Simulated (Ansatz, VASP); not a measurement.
# Cd6Te: VASP beside Ansatz

```xyz
7
Lattice="8.6544 0.0000 0.0000 -4.3272 7.4949 0.0000 0.0000 0.0000 3.0282" Properties=species:S:1:pos:R:3 pbc="T T T"
Cd    5.8691    1.6081    1.5141
Cd    4.3272    4.2787    1.5141
Cd    2.7853    1.6081    1.5141
Cd   -1.5419    5.8868    1.5141
Cd    0.0000    3.2162    1.5141
Cd    1.5419    5.8868    1.5141
Te    0.0000    0.0000    1.5141
```

Alike in both runs: functional PBE; k mesh 6 × 6 × 10; occupations gaussian, width 0.1 eV; no spin polarisation.

Ansatz relaxed the structure, and its values are those at the end. VASP's run is a single point on that final structure, the one shown.

|  | VASP | Ansatz |
| --- | --- | --- |
| version | VASP 6.6.1 | Ansatz 0.2.0 |
| potentials or method | VASP PAW PBE potentials, release 64 (Cd, Te), cutoff 520 eV | scalar-relativistic, plane waves, PAW |
| valence electrons in the cell | 78 | 136 |

|  | VASP | Ansatz | Ansatz less VASP |
| --- | --- | --- | --- |
| gap on the k mesh at the Fermi level (eV) | none | none | - |
| pressure (GPa) | 0.1 | 0.0 | -0.14 |

A gap of «none» marks a metal or a gap that the smearing closes. With one functional, cell and mesh, what is left measures potentials, basis and numerics. VASP's potentials hold 78 valence electrons a cell and Ansatz's 136, so a difference there can come from the potentials and not from the codes.

Spin-orbit coupling is off throughout.
